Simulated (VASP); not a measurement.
# AlP (F-43m) in VASP: single point with r2SCAN

Aim: the single point of AlP with r2SCAN.

Program: VASP 6.6.1. These are calculated values, not measurements. Logs are shortened: lines on timing, memory, paths and dates and some standing lists are left out, and cuts for length are marked.

**1. The cell of the first run**

The structure is cubic, space group F-43m (No. 216). The conventional cell has a = 5.470 Å, b = 5.470 Å, c = 5.470 Å, α = 90.00°, β = 90.00°, γ = 90.00°. Al (site symmetry -43m) has 4 P at 2.37 Å within 3.1 Å. Within 3.1 Å of P (site symmetry -43m) lie 4 Al at 2.37 Å.

**2. Single point, r2SCAN**

File POSCAR:

```
AlP
1.0
    0.0000000000      2.7351592079      2.7351592079
    2.7351592079      0.0000000000      2.7351592079
    2.7351592079      2.7351592079      0.0000000000
Al P
1 1
Direct
    0.0000000000      0.0000000000      0.0000000000
    0.2500000000      0.2500000000      0.2500000000
```

File INCAR.step1:

```
ALGO = Normal
EDIFF = 1E-5
ENCUT = 550
GGA = PE
GGA_COMPAT = F
ISMEAR = 0
LASPH = T
LCHARG = F
LREAL = F
LWAVE = T
NBANDS = 11
NELM = 120
PREC = Accurate
SIGMA = 0.02
```

File INCAR.step2:

```
ALGO = Normal
EDIFF = 1E-6
ENCUT = 550
GGA_COMPAT = F
ISIF = 2
ISMEAR = 0
ISTART = 1
LASPH = T
LCHARG = F
LMIXTAU = T
LREAL = F
LWAVE = F
METAGGA = R2SCAN
NBANDS = 11
NELM = 120
PREC = Accurate
SIGMA = 0.02
```

File KPOINTS:

```
k-points
0
Gamma
  8 8 8
```

Potentials or basis: VASP PAW PBE potentials, release 64 (Al, P).

Started as:

```
$ cat potpaw_PBE.64/Al/POTCAR potpaw_PBE.64/P/POTCAR > POTCAR
$ cp INCAR.step1 INCAR
$ mpirun -np 1 vasp_std > vasp.out
$ cp INCAR.step2 INCAR
$ mpirun -np 1 vasp_std > vasp.out
```

OUTCAR:

```text
EDIFF = 1E-6
   ENCUT = 550
   ISIF = 2
   ISMEAR = 0
   ISTART = 1
   LASPH = T
   LREAL = F
   METAGGA = R2SCAN
   NELM = 120
   PREC = Accurate

 ion  position               nearest neighbor table
   1  0.000  0.000  0.000-   2 2.37   2 2.37   2 2.37   2 2.37
   2  0.250  0.250  0.250-   1 2.37   1 2.37   1 2.37   1 2.37

  LATTYP: Found a face centered cubic cell.
 ALAT       =     5.4703184158

  Lattice vectors:

 A1 = (   0.0000000000,   2.7351592079,   2.7351592079)
 A2 = (   2.7351592079,   0.0000000000,   2.7351592079)
 A3 = (   2.7351592079,   2.7351592079,   0.0000000000)

Analysis of symmetry for initial positions (statically):
=====================================================================
 Subroutine PRICEL returns:
 Original cell was already a primitive cell.

 Routine SETGRP: Setting up the symmetry group for a
 face centered cubic supercell.

 Subroutine GETGRP returns: Found 24 space group operations
 (whereof 24 operations were pure point group operations)
 out of a pool of 48 trial point group operations.

The static configuration has the point symmetry T_d .

Analysis of symmetry for dynamics (positions and initial velocities):
=====================================================================
 Subroutine PRICEL returns:
 Original cell was already a primitive cell.

 Routine SETGRP: Setting up the symmetry group for a
 face centered cubic supercell.

 Subroutine GETGRP returns: Found 24 space group operations
 (whereof 24 operations were pure point group operations)
 out of a pool of 48 trial point group operations.

The dynamic configuration has the point symmetry T_d .

 Subroutine INISYM returns: Found 24 space group operations
 (whereof 24 operations are pure point group operations),
 and found     1 'primitive' translations

----------------------------------------------------------------------------------------

                                     Primitive cell

  volume of cell :      40.9240

  direct lattice vectors                    reciprocal lattice vectors
     0.000000000  2.735159208  2.735159208    -0.182804715  0.182804715  0.182804715
     2.735159208  0.000000000  2.735159208     0.182804715 -0.182804715  0.182804715
     2.735159208  2.735159208  0.000000000     0.182804715  0.182804715 -0.182804715

  length of vectors
     3.868099247  3.868099247  3.868099247     0.316627055  0.316627055  0.316627055

  position of ions in fractional coordinates (direct lattice)
     0.000000000  0.000000000  0.000000000
     0.250000000  0.250000000  0.250000000

  ion indices of the primitive-cell ions
   primitive index   ion index
                 1           1
                 2           2

----------------------------------------------------------------------------------------

 KPOINTS: k-points

Automatic generation of k-mesh.
 Grid dimensions read from file:
 generate k-points for:    8    8    8

 Generating k-lattice:

  Cartesian coordinates                     Fractional coordinates (reciprocal lattice)
    -0.022850589  0.022850589  0.022850589     0.125000000  0.000000000  0.000000000
     0.022850589 -0.022850589  0.022850589     0.000000000  0.125000000  0.000000000
     0.022850589  0.022850589 -0.022850589     0.000000000  0.000000000  0.125000000

  Length of vectors
     0.039578382  0.039578382  0.039578382

  Shift w.r.t. Gamma in fractional coordinates (k-lattice)
     0.000000000  0.000000000  0.000000000

 Subroutine IBZKPT returns following result:
 ===========================================

 Found     29 irreducible k-points:

 Following reciprocal coordinates:
            Coordinates               Weight
  0.000000  0.000000  0.000000      1.000000
  0.125000  0.000000  0.000000      8.000000
  0.250000  0.000000  0.000000      8.000000
  0.375000  0.000000  0.000000      8.000000
  0.500000  0.000000  0.000000      4.000000
  0.125000  0.125000  0.000000      6.000000
[... 16 lines left out ...]
  0.500000  0.250000  0.125000     48.000000
 -0.375000  0.250000  0.125000     24.000000
 [... further k-points ...]
   k-points           NKPTS =     29   k-points in BZ     NKDIM =     29   number of bands    NBANDS=     11
   number of dos      NEDOS =    301   number of ions     NIONS =      2
   total plane-waves  NPLWV =  27000
   dimension x,y,z NGX =    30 NGY =   30 NGZ =   30
   dimension x,y,z NGXF=    60 NGYF=   60 NGZF=   60
   ions per type =               1   1
   NGX,Y,Z   is equivalent  to a cutoff of  12.89, 12.89, 12.89 a.u.
   NGXF,Y,Z  is equivalent  to a cutoff of  25.79, 25.79, 25.79 a.u.
 SYSTEM =  unknown system
   PREC   = accura    normal or accurate (medium, high low for compatibility)
   ISTART =      1    job   : 0-new  1-cont  2-samecut
   ICHARG =      0    charge: 1-file 2-atom 10-const
   ISPIN  =      1    spin polarized calculation?
   LNONCOLLINEAR =      F non collinear calculations
   LSORBIT =      F    spin-orbit coupling
   LASPH  =      T    aspherical Exc in radial PAW
   ENCUT  =  550.0 eV  40.42 Ry    6.36 a.u.   7.40  7.40  7.40*2*pi/ulx,y,z
   NELM   =    120;   NELMIN=  2; NELMDL=  0     # of ELM steps
   EDIFF  = 0.1E-05   stopping-criterion for ELM
   LREAL  =      F    real-space projection
   EDIFFG = 0.1E-04   stopping-criterion for IOM
   NSW    =      0    number of steps for IOM
   IBRION =     -1    ionic relax: 0-MD 1-quasi-New 2-CG
   NFREE  =      0    steps in history (QN), initial steepest desc. (CG)
   ISIF   =      2    stress and relaxation
   ISYM   =      2    0-nonsym 1-usesym 2-fastsym
   POTIM  = 0.5000    time-step for ionic-motion
   TEBEG  =    0.0;   TEEND  =   0.0 temperature during run
   PSTRESS=    0.0 pullay stress
   NELECT =       8.0000    total number of electrons
   NUPDOWN=      -1.0000    fix difference up-down
   EMIN   =  10.00;   EMAX   =-10.00  energy-range for DOS
   EFERMI =   0.00;   METHOD = LEGACY
   ISMEAR =     0;   SIGMA  =   0.02  broadening in eV -4-tet -1-fermi 0-gaus
   EFERMI_NEDOS =   21; number of points for ismear=-14 and -15
   IALGO  =     38    algorithm
   IMIX   =      4    mixing-type and parameters
     AMIX     =   0.40;   BMIX     =  1.00
     AMIX_MAG =   1.60;   BMIX_MAG =  1.00
  volume/ion in A,a.u.               =      20.46       138.08
  Fermi-wavevector in a.u.,A,eV,Ry     =   0.950121  1.795468 12.282384  0.902730
  Thomas-Fermi vector in A             =   2.078468
   LORBIT       =      0    0 simple, 1 ext, 2 COOP (PROOUT), +10 PAW based schemes
   METAGGA = R2SCAN    functional components
   LHFCALC =     F    Hartree Fock is set to
   AEXX    =    0.0000 exact exchange contribution
   IVDW    =     0    specifies the selected vdW correction
   LEPSILON=     F    determine dielectric tensor
   LRPA    =     F    only Hartree local field effects (RPA)
 non-spin polarized calculation
 Gauss-broadening in eV      SIGMA  =   0.02
  energy-cutoff  :      550.00
  volume of cell :       40.92
 maximum number of plane-waves:      1243
 NGX is ok and might be reduce to    30
   NGX = 15   NGY = 15   NGZ = 15

 number of electron       7.9999999 magnetization

 Free energy of the ion-electron system (eV)
  ---------------------------------------------------
  ext. energy  EPLUGINS =         0.00000000
  ---------------------------------------------------
  free energy    TOTEN  =       -17.20960717 eV

  energy without entropy =      -17.20960717  energy(sigma->0) =      -17.20960717

 E-fermi :   4.4881     XC(G=0):  -9.6084

 val. band max:        4.3553922594   @ k =   0.0000   0.0000   0.0000
 cond. band min:       6.2758447004   @ k =   0.5000   0.5000   0.0000
 fundamental gap:      1.9204524410
 Fermi energy:         4.4880730423

 k-point     1 :       0.0000    0.0000    0.0000
  band No.  band energies     occupation
      1      -7.6005      2.00000
      2       4.3554      2.00000
      3       4.3554      2.00000
      4       4.3554      2.00000
      5       8.3063      0.00000
      6       9.3234      0.00000
      7       9.3234      0.00000
      8       9.3234      0.00000
      9      13.6594      0.00000
     10      13.6594      0.00000
     11      15.5115      0.00000

 k-point     2 :       0.1250    0.0000    0.0000
  band No.  band energies     occupation
      1      -7.4217      2.00000
      2       3.1440      2.00000
      3       4.2041      2.00000
      4       4.2041      2.00000
      5       8.6177      0.00000
      6       9.6188      0.00000
      7       9.6188      0.00000
      8       9.9593      0.00000
      9      13.1802      0.00000
     10      13.1802      0.00000
     11      16.1272      0.00000

 k-point     3 :       0.2500    0.0000    0.0000
  band No.  band energies     occupation
      1      -6.9193      2.00000
      2       1.1414      2.00000
      3       3.9009      2.00000
      4       3.9009      2.00000
      5       8.1844      0.00000
      6       9.9326      0.00000
      7       9.9326      0.00000
      8      11.9230      0.00000
      9      13.1870      0.00000
     10      13.1870      0.00000
     11      15.4970      0.00000

 k-point     4 :       0.3750    0.0000    0.0000
  band No.  band energies     occupation
      1      -6.2474      2.00000
      2      -0.5569      2.00000
      3       3.6563      2.00000
      4       3.6563      2.00000
      5       7.7986      0.00000
      6       9.7275      0.00000
      7       9.7275      0.00000
      8      13.1907      0.00000
      9      14.6610      0.00000
     10      14.6610      0.00000
     11      15.8108      0.00000

 k-point     5 :       0.5000    0.0000    0.0000
  band No.  band energies     occupation
      1      -5.8696      2.00000
      2      -1.2908      2.00000
      3       3.5672      2.00000
      4       3.5672      2.00000
      5       7.6602      0.00000
      6       9.5767      0.00000
      7       9.5767      0.00000
      8      13.2898      0.00000
      9      16.5060      0.00000
     10      16.5060      0.00000
     11      17.0762      0.00000
[... 211 lines left out ...]
 k-point    21 :       0.5000    0.5000    0.0000
  band No.  band energies     occupation
      1      -5.1855      2.00000
      2      -1.0573      2.00000
      3       2.1877      2.00000
      4       2.1877      2.00000
      5       6.2758      0.00000
      6       7.2027      0.00000
      7      16.2970      0.00000
      8      16.2970      0.00000
      9      17.0941      0.00000
     10      17.0941      0.00000
     11      17.3561      0.00000

 k-point    22 :       0.3750    0.2500    0.1250
  band No.  band energies     occupation
      1      -6.4944      2.00000
      2       0.8128      2.00000
      3       2.4272      2.00000
      4       3.4239      2.00000
      5       8.6186      0.00000
      6       9.6931      0.00000
      7      10.2602      0.00000
      8      11.6912      0.00000
      9      13.2968      0.00000
     10      15.8404      0.00000
     11      18.1311      0.00000

 k-point    23 :       0.5000    0.2500    0.1250
  band No.  band energies     occupation
      1      -5.8801      2.00000
      2      -0.3383      2.00000
      3       1.8541      2.00000
      4       3.0312      2.00000
      5       8.7232      0.00000
      6       9.6182      0.00000
      7      10.9019      0.00000
      8      11.9981      0.00000
      9      14.4872      0.00000
     10      16.4843      0.00000
     11      17.9479      0.00000

 k-point    24 :      -0.3750    0.2500    0.1250
  band No.  band energies     occupation
      1      -5.5462      2.00000
      2      -0.9155      2.00000
      3       1.7194      2.00000
      4       2.8377      2.00000
      5       8.7170      0.00000
      6       9.3460      0.00000
      7      11.7713      0.00000
      8      12.6201      0.00000
      9      14.0193      0.00000
     10      16.5620      0.00000
     11      17.8856      0.00000

 [... further k-points ...]

------------------------ aborting loop because EDIFF is reached ----------------------------------------

  FORCE on cell =-STRESS in cart. coord.  units (eV):
  Direction    XX          YY          ZZ          XY          YZ          ZX
  --------------------------------------------------------------------------------------
  -------------------------------------------------------------------------------------
  Total        0.0279697      0.0279697      0.0279697      0.0000000      0.0000000      0.0000000
  in kB        1.0950159      1.0950159      1.0950159      0.0000000      0.0000000      0.0000000
  external PRESSURE =       1.0950159 kB  Pullay stress =       0.0000000 kB

 VOLUME and BASIS-vectors are now :
 -----------------------------------------------------------------------------
  energy-cutoff  :      550.00
  volume of cell :       40.92
      direct lattice vectors                 reciprocal lattice vectors
     0.000000000  2.735159208  2.735159208    -0.182804715  0.182804715  0.182804715
     2.735159208  0.000000000  2.735159208     0.182804715 -0.182804715  0.182804715
     2.735159208  2.735159208  0.000000000     0.182804715  0.182804715 -0.182804715

 POSITION                                       TOTAL-FORCE (eV/Angst)
 -----------------------------------------------------------------------------------
      0.00000      0.00000      0.00000        -0.000000     -0.000000     -0.000000
      1.36758      1.36758      1.36758         0.000000      0.000000      0.000000
 -----------------------------------------------------------------------------------
    total drift:                               -0.000000     -0.000000     -0.000000

  FREE ENERGIE OF THE ION-ELECTRON SYSTEM (eV)
  ---------------------------------------------------
  free  energy   TOTEN  =       -17.2096071675 eV

  energy  without entropy=      -17.2096071675  energy(sigma->0) =      -17.20960717
```

It took 2.3 min on 1 thread of Intel Xeon 8259CL, shared host; peak memory 0.17 GiB.

What came out:

```
Free energy            : -17.2096 eV
Pressure               : 0.1 GPa
Band gap on the k mesh : 1.92 eV (least direct gap 3.95 eV)
```

Caveat: the PAW data sets were made with another functional, which shifts forces and pressure a little. A k mesh can miss the band edges.
